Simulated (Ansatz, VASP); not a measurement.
B in VASP and in Ansatz

```
B
1.0
     2.39433    0.00000    0.00000
    -1.19717    2.07355    0.00000
     0.00000    0.00000    9.15114
B
7
Cartesian
  0.0000 0.0000 0.0000
  0.0000 1.3824 1.3380
  0.0000 0.0000 2.6251
  1.1972 0.6912 3.9518
  0.0000 1.3824 5.1993
  0.0000 0.0000 6.5261
  1.1972 0.6912 7.8131
```

Alike in both runs: functional PBE; k mesh 6 × 6 × 2; occupations gaussian, width 0.1 eV; no spin polarisation.

Ansatz relaxed the structure, and its values are those at the end. VASP's run is a single point on that final structure, the one shown.

```csv
,VASP,Ansatz
version,VASP 6.6.1,Ansatz 0.2.0
potentials or method,"VASP PAW PBE potentials, release 64 (B), cutoff 520 eV","scalar-relativistic, plane waves, PAW"
valence electrons in the cell,21,21
```

```csv
,VASP,Ansatz,Ansatz less VASP
gap on the k mesh at the Fermi level (eV),none,none,-
pressure (GPa),-0.1,-0.1,+0.06
rms of the force components (eV/Å),0.005,0.004,-0.0007
```

A gap of «none» marks a metal or a gap that the smearing closes.

The k mesh is coarse, so the values compare programs but aren't converged.
